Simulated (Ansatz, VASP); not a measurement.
## Two plane-wave programs on HfN

```
Hf N
1.0
     0.00000    2.39345    2.33208
     2.39345    0.00000    2.33208
     2.39345    2.39345    0.00000
Hf N
1 1
Cartesian
  0.0000 0.0000 0.0000
  3.5902 3.5902 3.4981
```

Change from the starting cell: strain -0.025 along x and y, -0.050 along z, atoms carried along.

Alike in both runs: task single point; functional r2SCAN; k mesh 16 × 16 × 16; occupations gaussian, width 0.15 eV; no spin polarisation.

|  | VASP | Ansatz |
| --- | --- | --- |
| version | VASP 6.6.1 | Ansatz 0.2.0 |
| potentials or method | VASP PAW PBE potentials, release 64 (Hf_pv, N), cutoff 520 eV | scalar-relativistic, plane waves, PAW |
| valence electrons in the cell | 15 | 31 |

```tsv
	VASP	Ansatz	Ansatz less VASP
gap on the k mesh at the Fermi level (eV)	none	none	-
pressure (GPa)	21.0	22.1	+1.09
traceless stress, the component that is largest in VASP (GPa)	2.62	2.62	0.000
```

VASP's potentials were made for PBE, not for r2SCAN. A gap of «none» marks a metal or a gap that the smearing closes. VASP's potentials hold 15 valence electrons a cell and Ansatz's 31, so a difference there can come from the potentials and not from the codes.

Spin-orbit coupling is off throughout.
